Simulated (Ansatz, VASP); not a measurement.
## Ge: VASP beside Ansatz

Contents of INCAR:

```
PREC = Accurate
ENCUT = 520
EDIFF = 1E-6
ISMEAR = 0
SIGMA = 0.15
LREAL = F
LASPH = T
NELM = 100
ALGO = Normal
ISIF = 2
LWAVE = F
LCHARG = F
GGA = PE
NBANDS = 21
```

Contents of KPOINTS:

```
regular mesh
0
Gamma
  14 14 14
```

POSCAR

```
Ge
1.0
    0.0000000000      2.9702085000      2.9702085000
    2.9702085000      0.0000000000      2.9702085000
    2.9702085000      2.9702085000      0.0000000000
Ge
2
Direct
    0.5000000000      0.5000000000      0.5000000000
    0.7500000000      0.7500000000      0.7500000000
```

Input for Ansatz:

```yaml
crystal:
  lattice:
    - [0.0, 2.9702085, 2.9702085]
    - [2.9702085, 0.0, 2.9702085]
    - [2.9702085, 2.9702085, 0.0]
  atoms:
    - { symbol: Ge, position: [0.5, 0.5, 0.5] }
    - { symbol: Ge, position: [0.75, 0.75, 0.75] }
basis:
  ecutwfc: 420
kpoints:
  mp_grid: { grid: [14, 14, 14] }
hamiltonian:
  xc: pbe
scf:
  occupations: { method: gaussian, width: 0.15 }
output:
  forces: true
  stress: true
  eigenvalues: true
```

Change from the starting cell: strain +0.050 along x and y, +0.050 along z, atoms carried along.

Alike in both runs: task single point; functional PBE; k mesh 14 × 14 × 14; occupations gaussian, width 0.15 eV; no spin polarisation.

|  | VASP | Ansatz |
| --- | --- | --- |
| version | VASP 6.6.1 | Ansatz 0.2.0 |
| potentials or method | VASP PAW PBE potentials, release 64 (Ge_d), cutoff 520 eV | scalar-relativistic, plane waves, PAW |
| valence electrons in the cell | 28 | 28 |

VASP gave:

```
gap on the k mesh at the Fermi level (eV) : none
pressure (GPa)                            : -4.4
```

Q: Estimate Ansatz's values.

A: gap on the k mesh at the Fermi level (eV): none; pressure (GPa): -4.3.

A gap of «none» marks a metal or a gap that the smearing closes. With one functional, cell and mesh, what is left measures potentials, basis and numerics.
